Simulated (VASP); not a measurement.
Here is a VASP 6.6.1 calculation.

Contents of POSCAR:

```
Be5Te
1.0
    4.0126790510      0.0000000000      0.0000000000
   -2.0063395255      3.4750819954      0.0000000000
    0.0000000000      0.0000000000     13.9197496785
Be Te
10 2
Direct
    0.3333333333      0.6666666667      0.0190658967
    0.3331585193      0.3250880416      0.8894767445
    0.0000000000      0.0000000000      0.0204120275
    0.9919295223      0.6668414807      0.8894767445
    0.6666666667      0.3333333333      0.0202885142
    0.8555045069      0.6666472005      0.1484323695
    0.3333527995      0.1888573064      0.1484323695
    0.8111426936      0.1444954931      0.1484323695
    0.6749119584      0.0080704777      0.8894767445
    0.3333333333      0.6666666667      0.5757429223
    0.6666666667      0.3333333333      0.5609186842
    0.3333333333      0.6666666667      0.2638446129
```

The input INCAR.step1:

```
SYSTEM = Be5Te
  PREC = Accurate
  ENCUT = 520
  ISMEAR = 0
  SIGMA = 0.01
  LREAL = .FALSE.
  LASPH = .TRUE.
  NELM = 60
  NBANDS = 28
  GGA = PE
  ALGO = Normal
  EDIFF = 1E-4
  LWAVE = .TRUE.
  LCHARG = .FALSE.
```

The input INCAR.step2:

```
SYSTEM = Be5Te
  PREC = Accurate
  ENCUT = 520
  EDIFF = 1E-6
  ISMEAR = 0
  SIGMA = 0.01
  LREAL = .FALSE.
  LASPH = .TRUE.
  NELM = 60
  ALGO = Normal
  ISIF = 2
  LWAVE = .FALSE.
  LCHARG = .TRUE.
  METAGGA = R2SCAN
  LMIXTAU = .TRUE.
  LELF = .TRUE.
  LVHAR = .TRUE.
  NBANDS = 28
  ISTART = 1
```

KPOINTS

```
Automatic mesh
0
G
  12 12 4
  0 0 0
```

Potentials or basis: VASP PAW PBE potentials, release 64 (Be, Te).

Launch:

```sh
$ cat potpaw_PBE.64/Be/POTCAR potpaw_PBE.64/Te/POTCAR > POTCAR
$ cp INCAR.step1 INCAR
$ mpirun -np 1 vasp_std > vasp.out
$ cp INCAR.step2 INCAR
$ mpirun -np 1 vasp_std > vasp.out
```

Question: Predict the largest force.

Answer: 0.046 eV/Å.

Question: Predict the band gap on the k mesh.

Answer: 0.23 eV (least direct gap 0.55 eV).

Question: What does it give for the pressure?

Answer: 0.0 GPa.

Stress tensor (GPa, compression positive):
```
 0.09  0.00  0.00
 0.00  0.09  0.00
 0.00  0.00 -0.16
```

Caveat: the PAW data sets were made with another functional, which shifts forces and pressure a little; spin-orbit coupling is left out, which moves the levels of the heavy elements. A k mesh can miss the band edges.
